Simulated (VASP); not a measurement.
A run of VASP 6.6.1 is set up as follows.

File INCAR:

```
PREC = Accurate
ENCUT = 520
EDIFF = 1E-6
ISMEAR = 0
SIGMA = 0.1
LREAL = False
LASPH = True
NELM = 100
ALGO = Normal
ISIF = 2
LWAVE = False
LCHARG = False
GGA = PS
NBANDS = 12
```

Contents of KPOINTS:

```
Automatic mesh
0
Gamma
  20 20 20
```

The input POSCAR:

```
V
1.0
    0.0000000000      1.8844917105      1.8844917105
    1.8844917105      0.0000000000      1.8844917105
    1.8844917105      1.8844917105      0.0000000000
V
1
Direct
    0.0000000000      0.0000000000      0.0000000000
```

Potentials or basis: VASP PAW PBE potentials, release 64 (V_sv).

The run is started by

```sh
$ cat potpaw_PBE.64/V_sv/POTCAR > POTCAR
$ mpirun -np 1 vasp_std > vasp.out
```

(1) What does it give for the pressure?

Answers

(1) 0.2 GPa.

Caveat: the PAW data sets were made with another functional, which shifts forces and pressure a little.
